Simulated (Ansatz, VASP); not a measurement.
**Ge: VASP beside Ansatz**

The input INCAR:

```
SYSTEM = Ge
PREC = Accurate
ENCUT = 520
EDIFF = 1E-6
ISMEAR = 0
SIGMA = 0.15
LREAL = .False.
LASPH = .True.
NELM = 80
ALGO = Fast
ISIF = 2
LWAVE = .False.
LCHARG = .False.
GGA = PS
NBANDS = 21
```

KPOINTS

```
Automatic mesh
0
Gamma
  24 24 12
  0 0 0
```

POSCAR

```
Ge
1.0
    1.3624084362     -2.5532926775      0.0000000000
    1.3624084362      2.5532926775      0.0000000000
    0.0000000000      0.0000000000      5.2893154426
Ge
2
Direct
    0.4999654145      0.5000345855      0.2500000000
    0.5000345855      0.4999654145      0.7500000000
```

Input for Ansatz:

```yaml
crystal:
  lattice:
    - [1.3624084362, -2.5532926775, 0.0]
    - [1.3624084362, 2.5532926775, 0.0]
    - [0.0, 0.0, 5.2893154426]
  atoms:
    - { symbol: Ge, position: [0.4999654145, 0.5000345855, 0.25] }
    - { symbol: Ge, position: [0.5000345855, 0.4999654145, 0.75] }
basis:
  ecutwfc: 420
kpoints:
  mp_grid: { grid: [24, 24, 12] }
hamiltonian:
  xc: pbesol
scf:
  occupations: { method: gaussian, width: 0.15 }
output:
  forces: true
  stress: true
  eigenvalues: true
```

Change from the starting cell: strain -0.0200 x Voigt [1, -1, 0, 0, 0, 0], atoms carried along.

Alike in both runs: task single point; functional PBEsol; k mesh 24 × 24 × 12; occupations gaussian, width 0.15 eV; no spin polarisation.

```csv
,VASP,Ansatz
version,VASP 6.6.1,Ansatz 0.2.0
potentials or method,"VASP PAW PBE potentials, release 64 (Ge_d), cutoff 520 eV","scalar-relativistic, plane waves, PAW"
valence electrons in the cell,28,28
```

VASP gave:

```
gap on the k mesh at the Fermi level (eV)                     : none
pressure (GPa)                                                : 0.5
traceless stress, the component that is largest in VASP (GPa) : 1.78
```

Task: What did Ansatz give for the same quantities?

Result: gap on the k mesh at the Fermi level (eV): none; pressure (GPa): 0.2; traceless stress, the component that is largest in VASP (GPa): 1.77.

VASP's potentials were made for PBE, not for PBEsol. A gap of «none» marks a metal or a gap that the smearing closes.
